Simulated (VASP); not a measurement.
# SnH2Br2: single point with PBE

SnH2Br2:

```xyz
5
Lattice="4.6164 0.0000 0.0000 -2.3082 3.9979 0.0000 0.0000 0.0000 7.4775" Properties=species:S:1:pos:R:3 pbc="T T T"
Sn    0.0000    0.0000    0.0000
H     0.0000    2.6653    4.7116
H     2.3082    1.3326    2.7659
Br    0.0000    2.6653    1.8043
Br    2.3082    1.3326    5.6732
```

The cell was generated, and may not be a known phase.

* Program: VASP 6.6.1
* Task: single point
* Functional: PBE
* Potentials or basis: VASP PAW PBE potentials, release 64 (Sn_d, H, Br)
* Cutoff: 520 eV
* k mesh: 6 × 6 × 4
* Occupations: gaussian, width 0.1 eV
* Spin: no spin polarisation

```json
{"Pressure": "-4.3 GPa", "Largest force": "0.354 eV/Å", "Band gap on the k mesh": "zero (bands 15 and 16 overlap by 0.63 eV)"}
```

Forces in eV/Å, atoms in the order of the input:
```
Sn   0.000  0.000  0.000
H    0.000  0.000  0.221
H    0.000  0.000 -0.221
Br   0.000  0.000 -0.354
Br   0.000  0.000  0.354
```

Stress tensor (GPa, compression positive):
```
-4.18  0.00  0.00
 0.00 -4.18  0.00
 0.00  0.00 -4.65
```

Levels at points of the mesh, in eV from the Fermi level:
```csv
k point,band 12,band 13,band 14,band 15,band 16,band 17,band 18,band 19
"(0.00, 0.00, 0.00)",-2.63,-2.63,-2.51,-0.74,0.15,1.76,2.00,2.00
"(0.50, 0.00, 0.00)",-3.08,-2.61,-2.24,-0.36,0.50,2.04,2.32,2.69
"(0.00, 0.00, 0.50)",-2.59,-2.59,-1.90,-0.76,-0.24,1.93,1.96,1.96
"(0.50, 0.00, 0.50)",-3.03,-2.69,-2.52,-0.11,0.60,1.41,2.40,2.79
```

Wall time 34 s on 1 thread of Intel(R) Xeon(R) 6975P-C (Granite Rapids), on a shared host, peak memory 0.29 GiB.

Caveat: the cell stands under tension; spin-orbit coupling is left out, which moves the levels of the heavy elements.
